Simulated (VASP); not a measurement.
The system is Au.

```xyz
2
Lattice="2.8341 0.0000 0.0000 -0.0130 2.8389 0.0000 -1.1454 -1.1933 4.9566" Properties=species:S:1:pos:R:3 pbc="T T T"
Au    1.5844    1.5636    1.3584
Au    0.0913    0.0820    3.5982
```

Base run:

| Quantity | Value |
| --- | --- |
| Program | VASP 6.6.1 |
| Functional | PBEsol |
| Potentials or basis | VASP PAW PBE potentials, release 64 (Au) |
| Cutoff | 520 eV |
| k mesh | 10 × 10 × 6 |
| Occupations | fermi-dirac, width 0.05 eV |
| Spin | no spin polarisation |

Its results: band gap on the k mesh zero (band 11 reaches 10.07 eV, above the bottom of band 12 at 5.11 eV); pressure -10.0 GPa; largest force 0.148 eV/Å.

Task: The run is repeated on the same cell with these changes: functional from PBEsol to LDA; potentials or basis from VASP PAW PBE potentials, release 64 (Au) to VASP PAW LDA potentials, release 64 (Au). What comes out?

Result: Band gap on the k mesh zero (band 11 reaches 10.03 eV, above the bottom of band 12 at 5.07 eV); pressure -13.2 GPa; largest force 0.175 eV/Å.

Caveats: spin-orbit coupling is left out, which moves the levels of the heavy elements; the PAW data sets were made with another functional, which shifts forces and pressure a little (some runs).
